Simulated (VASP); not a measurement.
# As (Im-3m) in VASP: notebook

The runs below take As through single point, with PBE.

Everything below comes from runs of VASP 6.6.1. Logs are shortened: lines on timing, memory, paths and dates and some standing lists are left out, and cuts for length are marked.

### 1 The cell of the first run

Symmetry: Im-3m, No. 229, cubic system. Conventional cell: a = 2.917 Å, b = 2.917 Å, c = 2.917 Å, α = 90.00°, β = 90.00°, γ = 90.00°. Within 3.3 Å of As (site symmetry m-3m) lie 14 As at 2.53 to 2.92 Å.

### 2 Single point, PBE (volume scaled by 0.65)

Contents of INCAR:

```
SYSTEM = As
PREC = Accurate
ENCUT = 520
EDIFF = 1E-6
ISMEAR = -1
SIGMA = 0.05
LREAL = .False.
LASPH = .True.
NELM = 100
ALGO = Normal
ISIF = 2
LWAVE = .False.
LCHARG = .False.
GGA = PE
NBANDS = 8
```

Contents of KPOINTS:

```
Automatic mesh
0
Gamma
  16 16 16
  0 0 0
```

Contents of POSCAR:

```
As
1.0
   -1.4587307343      1.4587307343      1.4587307343
    1.4587307343     -1.4587307343      1.4587307343
    1.4587307343      1.4587307343     -1.4587307343
As
1
Direct
    0.0000000000      0.0000000000      0.0000000000
```

Potentials or basis: VASP PAW PBE potentials, release 64 (As).

Launch:

```sh
> cat potpaw_PBE.64/As/POTCAR > POTCAR
> mpirun -np 1 vasp_std > vasp.out
```

OUTCAR:

```text
SYSTEM = As
   PREC = Accurate
   ENCUT = 520
   EDIFF = 1E-6
   ISMEAR = -1
   LREAL = .False.
   LASPH = .True.
   NELM = 100
   ISIF = 2
   GGA = PE

 ion  position               nearest neighbor table
   1  0.000  0.000  0.000-

  LATTYP: Found a body centered cubic cell.
 ALAT       =     2.9174614686

  Lattice vectors:

 A1 = (  -1.4587307343,   1.4587307343,   1.4587307343)
 A2 = (   1.4587307343,  -1.4587307343,   1.4587307343)
 A3 = (   1.4587307343,   1.4587307343,  -1.4587307343)

Analysis of symmetry for initial positions (statically):
=====================================================================
 Subroutine PRICEL returns:
 Original cell was already a primitive cell.

 Routine SETGRP: Setting up the symmetry group for a
 body centered cubic supercell.

 Subroutine GETGRP returns: Found 48 space group operations
 (whereof 48 operations were pure point group operations)
 out of a pool of 48 trial point group operations.

The static configuration has the point symmetry O_h .

Analysis of symmetry for dynamics (positions and initial velocities):
=====================================================================
 Subroutine PRICEL returns:
 Original cell was already a primitive cell.

 Routine SETGRP: Setting up the symmetry group for a
 body centered cubic supercell.

 Subroutine GETGRP returns: Found 48 space group operations
 (whereof 48 operations were pure point group operations)
 out of a pool of 48 trial point group operations.

The dynamic configuration has the point symmetry O_h .

 Subroutine INISYM returns: Found 48 space group operations
 (whereof 48 operations are pure point group operations),
 and found     1 'primitive' translations

----------------------------------------------------------------------------------------

                                     Primitive cell

  volume of cell :      12.4161

  direct lattice vectors                    reciprocal lattice vectors
    -1.458730734  1.458730734  1.458730734     0.000000000  0.342763739  0.342763739
     1.458730734 -1.458730734  1.458730734     0.342763739  0.000000000  0.342763739
     1.458730734  1.458730734 -1.458730734     0.342763739  0.342763739  0.000000000

  length of vectors
     2.526595746  2.526595746  2.526595746     0.484741128  0.484741128  0.484741128

  position of ions in fractional coordinates (direct lattice)
     0.000000000  0.000000000  0.000000000

  ion indices of the primitive-cell ions
[... 69 lines left out ...]
   LNONCOLLINEAR =      F non collinear calculations
   LSORBIT =      F    spin-orbit coupling
   LASPH  =      T    aspherical Exc in radial PAW
   ENCUT  =  520.0 eV  38.22 Ry    6.18 a.u.   4.70  4.70  4.70*2*pi/ulx,y,z
   NELM   =    100;   NELMIN=  2; NELMDL= -5     # of ELM steps
   EDIFF  = 0.1E-05   stopping-criterion for ELM
   LREAL  =      F    real-space projection
   EDIFFG = 0.1E-04   stopping-criterion for IOM
   NSW    =      0    number of steps for IOM
   IBRION =     -1    ionic relax: 0-MD 1-quasi-New 2-CG
   NFREE  =      0    steps in history (QN), initial steepest desc. (CG)
   ISIF   =      2    stress and relaxation
   ISYM   =      2    0-nonsym 1-usesym 2-fastsym
   POTIM  = 0.5000    time-step for ionic-motion
   TEBEG  =    0.0;   TEEND  =   0.0 temperature during run
   PSTRESS=    0.0 pullay stress
   NELECT =       5.0000    total number of electrons
   NUPDOWN=      -1.0000    fix difference up-down
   EMIN   =  10.00;   EMAX   =-10.00  energy-range for DOS
   EFERMI =   0.00;   METHOD = LEGACY
   ISMEAR =    -1;   SIGMA  =   0.05  broadening in eV -4-tet -1-fermi 0-gaus
   EFERMI_NEDOS =   21; number of points for ismear=-14 and -15
   IALGO  =     38    algorithm
   IMIX   =      4    mixing-type and parameters
     AMIX     =   0.40;   BMIX     =  1.00
     AMIX_MAG =   1.60;   BMIX_MAG =  1.00
  volume/ion in A,a.u.               =      12.42        83.79
  Fermi-wavevector in a.u.,A,eV,Ry     =   1.208935  2.284556 19.885247  1.461524
  Thomas-Fermi vector in A             =   2.344528
   LORBIT       =      0    0 simple, 1 ext, 2 COOP (PROOUT), +10 PAW based schemes
   GGA     = PE    functional components
   LHFCALC =     F    Hartree Fock is set to
   AEXX    =    0.0000 exact exchange contribution
   IVDW    =     0    specifies the selected vdW correction
   LEPSILON=     F    determine dielectric tensor
   LRPA    =     F    only Hartree local field effects (RPA)
 non-spin polarized calculation
  energy-cutoff  :      520.00
  volume of cell :       12.42
 maximum number of plane-waves:       370
   NGX =  9   NGY =  9   NGZ =  9

 number of electron       5.0000001 magnetization

 Free energy of the ion-electron system (eV)
  ---------------------------------------------------
  ext. energy  EPLUGINS =         0.00000000
  ---------------------------------------------------
  free energy    TOTEN  =        -2.97102881 eV

  energy without entropy =       -2.96594079  energy(sigma->0) =       -2.96848480

 E-fermi :  12.4554     XC(G=0): -12.7535

 val. band max:       12.4477381086   @ k =  -0.1875   0.3125   0.0625
 cond. band min:      12.4672220882   @ k =  -0.2500   0.2500   0.0625
 fundamental gap:      0.0194839796
 Fermi energy:        12.4554490273

 k-point     1 :       0.0000    0.0000    0.0000
  band No.  band energies     occupation
      1      -7.5307      2.00000
      2      22.7509      0.00000
      3      22.7509      0.00000
      4      22.7509      0.00000
      5      27.6787      0.00000
      6      27.6787      0.00000
      7      27.6787      0.00000
      8      30.7929      0.00000
[... 243 lines left out ...]
 k-point    24 :       0.2500    0.1875   -0.0000
  band No.  band energies     occupation
      1      -2.3944      2.00000
      2       8.5645      2.00000
      3      11.2285      2.00000
      4      17.2620      0.00000
      5      24.8797      0.00000
      6      26.8203      0.00000
      7      31.2099      0.00000
      8      34.7397      0.00000

 [... further k-points ...]
[... 5 lines left out ...]
  --------------------------------------------------------------------------------------
  -------------------------------------------------------------------------------------
  Total        6.9064447      6.9064447      6.9064447     -0.0000000      0.0000000      0.0000000
  in kB      891.2093460    891.2093460    891.2093460     -0.0000000      0.0000000      0.0000000
  external PRESSURE =     891.2093460 kB  Pullay stress =       0.0000000 kB

 VOLUME and BASIS-vectors are now :
 -----------------------------------------------------------------------------
  energy-cutoff  :      520.00
  volume of cell :       12.42
      direct lattice vectors                 reciprocal lattice vectors
    -1.458730734  1.458730734  1.458730734     0.000000000  0.342763739  0.342763739
     1.458730734 -1.458730734  1.458730734     0.342763739  0.000000000  0.342763739
     1.458730734  1.458730734 -1.458730734     0.342763739  0.342763739  0.000000000

 POSITION                                       TOTAL-FORCE (eV/Angst)
 -----------------------------------------------------------------------------------
      0.00000      0.00000      0.00000         0.000000     -0.000000      0.000000
 -----------------------------------------------------------------------------------
    total drift:                                0.000000      0.000000     -0.000000

  FREE ENERGIE OF THE ION-ELECTRON SYSTEM (eV)
  ---------------------------------------------------
  free  energy   TOTEN  =        -2.9710288121 eV

  energy  without entropy=       -2.9659407931  energy(sigma->0) =       -2.96848480
```

Run time: 7.6 s. Hardware: 1 thread of Intel Xeon Platinum 8375C at 2.90GHz (Ice Lake), shared host; peak memory 0.13 GiB.

Results:

```
Free energy : -2.9710 eV
Pressure    : 89.1 GPa
```

### 3 Single point, PBE (volume scaled by 0.75)

Contents of INCAR:

```
SYSTEM = As
PREC     = Accurate       ! precision mode
ENCUT    = 520            ! plane-wave cutoff, eV
EDIFF    = 1E-6           ! SCF threshold, eV
ISMEAR   = -1             ! smearing method
SIGMA    = 0.05           ! smearing width, eV
LREAL    = .False.        ! projectors in reciprocal space
LASPH    = .True.         ! aspherical terms in the spheres
NELM     = 60             ! most SCF steps
ALGO     = Normal         ! electronic algorithm
ISIF     = 2              ! what is computed and relaxed
LWAVE    = .False.        ! write WAVECAR
LCHARG   = .False.        ! write CHGCAR
GGA      = PE             ! functional
NBANDS   = 8              ! bands
```

KPOINTS is that of step 2.

Contents of POSCAR:

```
As
1.0
   -1.5299988424      1.5299988424      1.5299988424
    1.5299988424     -1.5299988424      1.5299988424
    1.5299988424      1.5299988424     -1.5299988424
As
1
Direct
    0.0000000000      0.0000000000      0.0000000000
```

Potentials or basis: VASP PAW PBE potentials, release 64 (As).

Launch:

```sh
> cat potpaw_PBE.64/As/POTCAR > POTCAR
> mpirun -np 1 vasp_std > vasp.out
```

OUTCAR:

```text
SYSTEM = As
   PREC = Accurate
   ENCUT = 520
   EDIFF = 1E-6
   ISMEAR = -1
   LREAL = .False.
   LASPH = .True.
   NELM = 60
   ISIF = 2
   GGA = PE

 ion  position               nearest neighbor table
   1  0.000  0.000  0.000-

  LATTYP: Found a body centered cubic cell.
 ALAT       =     3.0599976848

  Lattice vectors:

 A1 = (  -1.5299988424,   1.5299988424,   1.5299988424)
 A2 = (   1.5299988424,  -1.5299988424,   1.5299988424)
 A3 = (   1.5299988424,   1.5299988424,  -1.5299988424)

Analysis of symmetry for initial positions (statically):
=====================================================================
 Subroutine PRICEL returns:
 Original cell was already a primitive cell.

 Routine SETGRP: Setting up the symmetry group for a
 body centered cubic supercell.

 Subroutine GETGRP returns: Found 48 space group operations
 (whereof 48 operations were pure point group operations)
 out of a pool of 48 trial point group operations.

The static configuration has the point symmetry O_h .

Analysis of symmetry for dynamics (positions and initial velocities):
=====================================================================
 Subroutine PRICEL returns:
 Original cell was already a primitive cell.

 Routine SETGRP: Setting up the symmetry group for a
 body centered cubic supercell.

 Subroutine GETGRP returns: Found 48 space group operations
 (whereof 48 operations were pure point group operations)
 out of a pool of 48 trial point group operations.

The dynamic configuration has the point symmetry O_h .

 Subroutine INISYM returns: Found 48 space group operations
 (whereof 48 operations are pure point group operations),
 and found     1 'primitive' translations

----------------------------------------------------------------------------------------

                                     Primitive cell

[... 102 lines left out ...]
   EFERMI =   0.00;   METHOD = LEGACY
   ISMEAR =    -1;   SIGMA  =   0.05  broadening in eV -4-tet -1-fermi 0-gaus
   EFERMI_NEDOS =   21; number of points for ismear=-14 and -15
   IALGO  =     38    algorithm
   IMIX   =      4    mixing-type and parameters
     AMIX     =   0.40;   BMIX     =  1.00
     AMIX_MAG =   1.60;   BMIX_MAG =  1.00
  volume/ion in A,a.u.               =      14.33        96.68
  Fermi-wavevector in a.u.,A,eV,Ry     =   1.152622  2.178141 18.075863  1.328538
  Thomas-Fermi vector in A             =   2.289272
   LORBIT       =      0    0 simple, 1 ext, 2 COOP (PROOUT), +10 PAW based schemes
   GGA     = PE    functional components
   LHFCALC =     F    Hartree Fock is set to
   AEXX    =    0.0000 exact exchange contribution
   IVDW    =     0    specifies the selected vdW correction
   LEPSILON=     F    determine dielectric tensor
   LRPA    =     F    only Hartree local field effects (RPA)
 non-spin polarized calculation
  energy-cutoff  :      520.00
  volume of cell :       14.33
 maximum number of plane-waves:       402
   NGX =  9   NGY =  9   NGZ =  9

 number of electron       5.0000001 magnetization

 Free energy of the ion-electron system (eV)
  ---------------------------------------------------
  ext. energy  EPLUGINS =         0.00000000
  ---------------------------------------------------
  free energy    TOTEN  =        -3.73577077 eV

  energy without entropy =       -3.73252155  energy(sigma->0) =       -3.73414616

 E-fermi :  10.1606     XC(G=0): -12.0703

 val. band max:       10.0707233623   @ k =  -0.2500   0.2500   0.0625
 cond. band min:      10.1632312247   @ k =  -0.3750   0.4375   0.1250
 fundamental gap:      0.0925078623
 Fermi energy:        10.1605573682

 k-point     1 :       0.0000    0.0000    0.0000
  band No.  band energies     occupation
      1      -7.8987      2.00000
      2      18.7913      0.00000
      3      18.7913      0.00000
      4      18.7913      0.00000
      5      24.6229      0.00000
      6      24.6229      0.00000
      7      24.6229      0.00000
      8      27.6601      0.00000
[... 243 lines left out ...]
 k-point    24 :       0.2500    0.1875    0.0000
  band No.  band energies     occupation
      1      -3.3493      2.00000
      2       6.5277      2.00000
      3       9.2853      2.00000
      4      14.5685      0.00000
      5      21.6049      0.00000
      6      23.6101      0.00000
      7      27.6534      0.00000
      8      30.8019      0.00000

 [... further k-points ...]
[... 5 lines left out ...]
  --------------------------------------------------------------------------------------
  -------------------------------------------------------------------------------------
  Total        3.9106424      3.9106424      3.9106424     -0.0000000     -0.0000000     -0.0000000
  in kB      437.3462336    437.3462336    437.3462336     -0.0000000     -0.0000000     -0.0000000
  external PRESSURE =     437.3462336 kB  Pullay stress =       0.0000000 kB

 VOLUME and BASIS-vectors are now :
 -----------------------------------------------------------------------------
  energy-cutoff  :      520.00
  volume of cell :       14.33
      direct lattice vectors                 reciprocal lattice vectors
    -1.529998842  1.529998842  1.529998842     0.000000000  0.326797633  0.326797633
     1.529998842 -1.529998842  1.529998842     0.326797633  0.000000000  0.326797633
     1.529998842  1.529998842 -1.529998842     0.326797633  0.326797633  0.000000000

 POSITION                                       TOTAL-FORCE (eV/Angst)
 -----------------------------------------------------------------------------------
      0.00000      0.00000      0.00000        -0.000000      0.000000      0.000000
 -----------------------------------------------------------------------------------
    total drift:                                0.000000      0.000000     -0.000000

  FREE ENERGIE OF THE ION-ELECTRON SYSTEM (eV)
  ---------------------------------------------------
  free  energy   TOTEN  =        -3.7357707718 eV

  energy  without entropy=       -3.7325215463  energy(sigma->0) =       -3.73414616
```

stdout:

```text
POSCAR found type information on POSCAR As
 POSCAR found :  1 types and       1 ions
 scaLAPACK will be used
 LDA part: xc-table for (Slater+PW92), standard interpolation
 POSCAR, INCAR and KPOINTS ok, starting setup
 FFT: planning ... GRIDC
 FFT: planning ... GRID_SOFT
 FFT: planning ... GRID
 WAVECAR not read
 entering main loop
```

It took 8 s on 1 thread of Intel Xeon Platinum 8375C at 2.90GHz (Ice Lake), shared host; peak memory 0.13 GiB.

What came out:

```
Free energy : -3.7358 eV
Pressure    : 43.7 GPa
```

Levels at points of the mesh, in eV from the Fermi level:
```tsv
k point	band 1	band 2	band 3	band 4	band 5	band 6	band 7
(0.00, 0.00, 0.00)	-18.06	8.63	8.63	8.63	14.46	14.46	14.46
(0.50, 0.00, 0.00)	-11.11	-8.82	2.78	5.69	8.74	9.02	20.95
(0.50, 0.50, 0.50)	-4.94	-3.04	-3.04	-3.04	2.72	2.72	27.75
```

### 4 Single point, PBE (volume scaled by 0.75)

Contents of INCAR:

```
PREC = Accurate ; ENCUT = 520
EDIFF = 1E-6 ; ISMEAR = -1
SIGMA = 0.05 ; LREAL = False
LASPH = True ; NELM = 100
ALGO = Normal ; ISIF = 2
LWAVE = False ; LCHARG = True
GGA = PE ; LELF = True
LVHAR = True ; NBANDS = 8
```

Contents of KPOINTS:

```
regular mesh
0
Gamma
  16 16 16
```

POSCAR is that of step 3.

Launch:

```sh
> cat potpaw_PBE.64/As/POTCAR > POTCAR
> mpirun -np 1 vasp_std > vasp.out
```

It took 9.7 s on 1 thread of Intel Xeon Platinum 8375C at 2.90GHz (Ice Lake), shared host; peak memory 0.13 GiB.

Results (log left out):

- Free energy: -3.7358 eV
- Pressure: 43.7 GPa

Levels at points of the mesh, in eV from the Fermi level:
```tsv
k point	band 1	band 2	band 3	band 4	band 5	band 6
(0.00, 0.00, 0.00)	-18.06	8.63	8.63	8.63	14.46	14.46
(0.50, 0.00, 0.00)	-11.11	-8.82	2.78	5.69	8.74	9.02
(0.50, 0.50, 0.50)	-4.94	-3.04	-3.04	-3.04	2.72	2.72
```
